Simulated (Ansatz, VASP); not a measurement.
**One calculation of TaF3, two programs**

```
CELL_PARAMETERS angstrom
3.90120 0.00000 0.00000
0.00000 3.90120 0.00000
0.00000 0.00000 3.90120
ATOMIC_POSITIONS crystal
Ta 0.00000 0.00000 0.00000
F 0.50000 0.00000 0.00000
F 0.00000 0.50000 0.00000
F 0.00000 0.00000 0.50000
```

Alike in both runs: task single point; functional PBEsol; k mesh 14 × 14 × 14; occupations gaussian, width 0.15 eV; no spin polarisation.

```csv
,VASP,Ansatz
version,VASP 6.6.1,Ansatz 0.2.0
potentials or method,"VASP PAW PBE potentials, release 64 (Ta_pv, F), cutoff 520 eV","scalar-relativistic, plane waves, PAW"
valence electrons in the cell,32,34
```

|  | VASP | Ansatz | Ansatz less VASP |
| --- | --- | --- | --- |
| gap on the k mesh at the Fermi level (eV) | none | none | - |
| pressure (GPa) | 20.9 | 20.4 | -0.46 |

VASP's potentials were made for PBE, not for PBEsol. A gap of «none» marks a metal or a gap that the smearing closes. With one functional, cell and mesh, what is left measures potentials, basis and numerics. VASP's potentials hold 32 valence electrons a cell and Ansatz's 34, so a difference there can come from the potentials and not from the codes.

Spin-orbit coupling is off throughout.
